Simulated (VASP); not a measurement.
# Eu (Pm-3m) in VASP: further runs, part 2 of 2

VASP 6.6.1.

## Step 3: Single point, LDA, collinear spin, ferromagnetic start (14.28 Å³/atom)

INCAR reads:

```
SYSTEM = Eu
PREC = Accurate
ENCUT = 520
EDIFF = 1E-6
ISMEAR = -1
SIGMA = 0.05
LREAL = .False.
LASPH = .True.
NELM = 150
ALGO = Normal
ISIF = 2
LWAVE = .False.
LCHARG = .False.
ISPIN = 2
MAGMOM = 7
LORBIT = 11
LMAXMIX = 6
GGA = CA
NBANDS = 18
```

KPOINTS reads:

```
regular mesh
0
Gamma
  11 11 11
  0 0 0
```

POSCAR reads:

```
Eu
1.0
    2.4262116405      0.0000000000      0.0000000000
    0.0000000000      2.4262116405      0.0000000000
    0.0000000000      0.0000000000      2.4262116405
Eu
1
Direct
    0.0000000000      0.0000000000      0.0000000000
```

Potentials or basis: VASP PAW PBE potentials, release 64 (Eu).

On the command line:

```console
> cat potpaw_PBE.64/Eu/POTCAR > POTCAR
> mpirun -np 1 vasp_std > vasp.out
```

OUTCAR:

```text
SYSTEM = Eu
   PREC = Accurate
   ENCUT = 520
   EDIFF = 1E-6
   ISMEAR = -1
   LREAL = .False.
   LASPH = .True.
   NELM = 150
   ISIF = 2
   ISPIN = 2
   LORBIT = 11
   GGA = CA

 ion  position               nearest neighbor table
   1  0.000  0.000  0.000-

  LATTYP: Found a simple cubic cell.
 ALAT       =     2.4262116405

  Lattice vectors:

 A1 = (   2.4262116405,   0.0000000000,   0.0000000000)
 A2 = (   0.0000000000,   2.4262116405,   0.0000000000)
 A3 = (   0.0000000000,   0.0000000000,   2.4262116405)

Analysis of symmetry for initial positions (statically):
=====================================================================
 Subroutine PRICEL returns:
 Original cell was already a primitive cell.

 Routine SETGRP: Setting up the symmetry group for a
 simple cubic supercell.

 Subroutine GETGRP returns: Found 48 space group operations
 (whereof 48 operations were pure point group operations)
 out of a pool of 48 trial point group operations.

The static configuration has the point symmetry O_h .

Analysis of symmetry for dynamics (positions and initial velocities):
=====================================================================
 Subroutine PRICEL returns:
 Original cell was already a primitive cell.

 Routine SETGRP: Setting up the symmetry group for a
 simple cubic supercell.

 Subroutine GETGRP returns: Found 48 space group operations
 (whereof 48 operations were pure point group operations)
 out of a pool of 48 trial point group operations.

The dynamic configuration has the point symmetry O_h .

Analysis of structural, dynamic, and magnetic symmetry:
=====================================================================
 Subroutine PRICEL returns:
 Original cell was already a primitive cell.

 Routine SETGRP: Setting up the symmetry group for a
 simple cubic supercell.

 Subroutine GETGRP returns: Found 48 space group operations
 (whereof 48 operations were pure point group operations)
 out of a pool of 48 trial point group operations.

The overall configuration has the point symmetry O_h .

 Subroutine INISYM returns: Found 48 space group operations
 (whereof 48 operations are pure point group operations),
 and found     1 'primitive' translations

----------------------------------------------------------------------------------------

                                     Primitive cell

  volume of cell :      14.2819

  direct lattice vectors                    reciprocal lattice vectors
     2.426211641  0.000000000  0.000000000     0.412165198  0.000000000  0.000000000
     0.000000000  2.426211641  0.000000000     0.000000000  0.412165198  0.000000000
     0.000000000  0.000000000  2.426211641     0.000000000  0.000000000  0.412165198

  length of vectors
     2.426211641  2.426211641  2.426211641     0.412165198  0.412165198  0.412165198

  position of ions in fractional coordinates (direct lattice)
     0.000000000  0.000000000  0.000000000

  ion indices of the primitive-cell ions
   primitive index   ion index
                 1           1

[... 52 lines left out ...]
 [... further k-points ...]
   k-points           NKPTS =     56   k-points in BZ     NKDIM =     56   number of bands    NBANDS=     18
   number of dos      NEDOS =    301   number of ions     NIONS =      1
   total plane-waves  NPLWV =   5832
   dimension x,y,z NGX =    18 NGY =   18 NGZ =   18
   dimension x,y,z NGXF=    36 NGYF=   36 NGZF=   36
   ions per type =               1
   NGX,Y,Z   is equivalent  to a cutoff of  12.33, 12.33, 12.33 a.u.
   NGXF,Y,Z  is equivalent  to a cutoff of  24.67, 24.67, 24.67 a.u.
 SYSTEM =  Eu
   PREC   = accura    normal or accurate (medium, high low for compatibility)
   ISTART =      0    job   : 0-new  1-cont  2-samecut
   ICHARG =      2    charge: 1-file 2-atom 10-const
   ISPIN  =      2    spin polarized calculation?
   LNONCOLLINEAR =      F non collinear calculations
   LSORBIT =      F    spin-orbit coupling
   LASPH  =      T    aspherical Exc in radial PAW
   ENCUT  =  520.0 eV  38.22 Ry    6.18 a.u.   4.51  4.51  4.51*2*pi/ulx,y,z
   NELM   =    150;   NELMIN=  2; NELMDL= -5     # of ELM steps
   EDIFF  = 0.1E-05   stopping-criterion for ELM
   LREAL  =      F    real-space projection
   EDIFFG = 0.1E-04   stopping-criterion for IOM
   NSW    =      0    number of steps for IOM
   IBRION =     -1    ionic relax: 0-MD 1-quasi-New 2-CG
   NFREE  =      0    steps in history (QN), initial steepest desc. (CG)
   ISIF   =      2    stress and relaxation
   ISYM   =      2    0-nonsym 1-usesym 2-fastsym
   POTIM  = 0.5000    time-step for ionic-motion
   TEBEG  =    0.0;   TEEND  =   0.0 temperature during run
   PSTRESS=    0.0 pullay stress
   NELECT =      17.0000    total number of electrons
   NUPDOWN=      -1.0000    fix difference up-down
   EMIN   =  10.00;   EMAX   =-10.00  energy-range for DOS
   EFERMI =   0.00;   METHOD = LEGACY
   ISMEAR =    -1;   SIGMA  =   0.05  broadening in eV -4-tet -1-fermi 0-gaus
   EFERMI_NEDOS =   21; number of points for ismear=-14 and -15
   IALGO  =     38    algorithm
   IMIX   =      4    mixing-type and parameters
     AMIX     =   0.40;   BMIX     =  1.00
     AMIX_MAG =   1.60;   BMIX_MAG =  1.00
  volume/ion in A,a.u.               =      14.28        96.38
  Fermi-wavevector in a.u.,A,eV,Ry     =   1.734985  3.278647 40.955902  3.010174
  Thomas-Fermi vector in A             =   2.808677
   LORBIT       =     11    0 simple, 1 ext, 2 COOP (PROOUT), +10 PAW based schemes
   GGA     = CA    functional components
   LHFCALC =     F    Hartree Fock is set to
   AEXX    =    0.0000 exact exchange contribution
   IVDW    =     0    specifies the selected vdW correction
   LEPSILON=     F    determine dielectric tensor
   LRPA    =     F    only Hartree local field effects (RPA)
 spin polarized calculation
  energy-cutoff  :      520.00
  volume of cell :       14.28
 maximum number of plane-waves:       397
 NGX is ok and might be reduce to    18
   NGX =  9   NGY =  9   NGZ =  9

 number of electron      16.9999999 magnetization       6.2499883

 Free energy of the ion-electron system (eV)
  ---------------------------------------------------
  ext. energy  EPLUGINS =         0.00000000
  ---------------------------------------------------
  free energy    TOTEN  =        -8.50569391 eV

  energy without entropy =       -8.49425927  energy(sigma->0) =       -8.49997659

 E-fermi :   8.1971     XC(G=0): -14.6648

 val. band max:        8.1814721160   @ k =   0.2727   0.2727   0.0000
 cond. band min:       8.2043576883   @ k =   0.0909   0.0909   0.0000
 fundamental gap:      0.0228855722
 Fermi energy:         8.1970636201

 spin component 1

 k-point     1 :       0.0000    0.0000    0.0000
  band No.  band energies     occupation
      1     -35.9254      1.00000
      2      -9.5436      1.00000
      3      -9.5436      1.00000
      4      -9.5436      1.00000
      5       4.9093      1.00000
      6       4.9093      1.00000
[... 493 lines left out ...]
     17      21.2602      0.00000
     18      26.5220      0.00000

 [... further k-points ...]

 spin component 2

 k-point     1 :       0.0000    0.0000    0.0000
  band No.  band energies     occupation
      1     -33.6191      1.00000
      2      -7.4615      1.00000
      3      -7.4615      1.00000
      4      -7.4615      1.00000
      5       5.9589      1.00000
      6       5.9589      1.00000
[... 493 lines left out ...]
     17      22.7992      0.00000
     18      27.8381      0.00000

 [... further k-points ...]

------------------------ aborting loop because EDIFF is reached ----------------------------------------

  FORCE on cell =-STRESS in cart. coord.  units (eV):
  Direction    XX          YY          ZZ          XY          YZ          ZX
  --------------------------------------------------------------------------------------
  -------------------------------------------------------------------------------------
  Total        8.6348297      8.6348297      8.6348297      0.0000000      0.0000000      0.0000000
  in kB      968.6754994    968.6754994    968.6754994      0.0000000      0.0000000      0.0000000
  external PRESSURE =     968.6754994 kB  Pullay stress =       0.0000000 kB

 VOLUME and BASIS-vectors are now :
 -----------------------------------------------------------------------------
  energy-cutoff  :      520.00
  volume of cell :       14.28
      direct lattice vectors                 reciprocal lattice vectors
     2.426211641  0.000000000  0.000000000     0.412165198  0.000000000  0.000000000
     0.000000000  2.426211641  0.000000000     0.000000000  0.412165198  0.000000000
     0.000000000  0.000000000  2.426211641     0.000000000  0.000000000  0.412165198

 POSITION                                       TOTAL-FORCE (eV/Angst)
 -----------------------------------------------------------------------------------
      0.00000      0.00000      0.00000         0.000000      0.000000      0.000000
 -----------------------------------------------------------------------------------
    total drift:                                0.000000      0.000000      0.000000

  FREE ENERGIE OF THE ION-ELECTRON SYSTEM (eV)
  ---------------------------------------------------
  free  energy   TOTEN  =        -8.5056939053 eV

  energy  without entropy=       -8.4942592653  energy(sigma->0) =       -8.49997659

 total charge

# of ion       s       p       d       f       tot
--------------------------------------------------
    1        2.046   5.664   1.674   6.704  16.087

 magnetization (x)

# of ion       s       p       d       f       tot
--------------------------------------------------
    1       -0.002  -0.066   0.149   6.093   6.174
```

OSZICAR:

```text
N       E                     dE             d eps       ncg     rms          rms(c)
DAV:   1     0.752820589688E+02    0.75282E+02   -0.62992E+03  5036   0.462E+03
DAV:   2     0.215339415124E+01   -0.73129E+02   -0.64656E+02  4684   0.320E+02
DAV:   3    -0.624285906416E+01   -0.83963E+01   -0.80606E+01  5882   0.915E+01
DAV:   4    -0.763490013578E+01   -0.13920E+01   -0.13675E+01  7586   0.266E+01
[... 12 lines left out ...]
DAV:  17    -0.850569308262E+01    0.41428E-05   -0.31767E-05  5904   0.186E-01    0.222E-01
DAV:  18    -0.850568357132E+01    0.95113E-05   -0.27286E-05  5890   0.162E-01    0.133E-01
DAV:  19    -0.850569567444E+01   -0.12103E-04   -0.81323E-06  4374   0.751E-02    0.482E-02
DAV:  20    -0.850569378933E+01    0.18851E-05   -0.64774E-07  3560   0.192E-02    0.310E-02
DAV:  21    -0.850569390533E+01   -0.11601E-06   -0.20872E-07  2616   0.810E-03
   1 F= -.85056939E+01 E0= -.84999766E+01  d E =-.114346E-01  mag=     6.2496
```

stdout:

```text
POSCAR found type information on POSCAR Eu
 POSCAR found :  1 types and       1 ions
 scaLAPACK will be used
 -----------------------------------------------------------------------------
|                                                                             |
|                                                                             |
|     You enforced a specific xc type in the INCAR file but a different       |
|     I HOPE YOU KNOW WHAT YOU ARE DOING!                                     |
|                                                                             |
 -----------------------------------------------------------------------------

 LDA part: xc-table for (Slater(with rela. corr.)+CA(PZ))
 , standard interpolation
 POSCAR, INCAR and KPOINTS ok, starting setup
 FFT: planning ... GRIDC
 FFT: planning ... GRID_SOFT
 FFT: planning ... GRID
 WAVECAR not read
 entering main loop
```

Wall time 27 s (1 thread of Intel Xeon Platinum 8488C (Sapphire Rapids), shared host); peak memory 0.14 GiB.

Results:

| Quantity | Value |
| --- | --- |
| Free energy | -8.5057 eV |
| Pressure | 96.9 GPa |
| Net moment | 6.25 μB per cell |
| Site moments | Eu +6.17 μB |
| Valence electrons inside the program's atomic spheres | Eu 16.09 |

Levels at points of the mesh, in eV from the Fermi level:
Spin up:
```
           k point  band 8  band 9  band 10  band 11  band 12  band 13  band 14  band 15  band 16  band 17
(0.00, 0.00, 0.00)   -1.48   -1.48    -1.48    -0.71    -0.71    -0.71    -0.57    14.82    14.82    14.82
```
Spin down:
| k point | band 1 | band 2 | band 3 | band 4 | band 5 | band 6 | band 7 | band 8 | band 9 | band 10 |
| --- | --- | --- | --- | --- | --- | --- | --- | --- | --- | --- |
| (0.00, 0.00, 0.00) | -41.82 | -15.66 | -15.66 | -15.66 | -2.24 | -2.24 | -1.73 | 2.50 | 2.50 | 2.50 |

Caveat: the cell stands under pressure; the PAW data sets were made with another functional, which shifts forces and pressure a little; spin-orbit coupling is left out, which moves the levels of the heavy elements; semilocal functionals describe open f shells poorly, which spoils levels, moments and volumes.
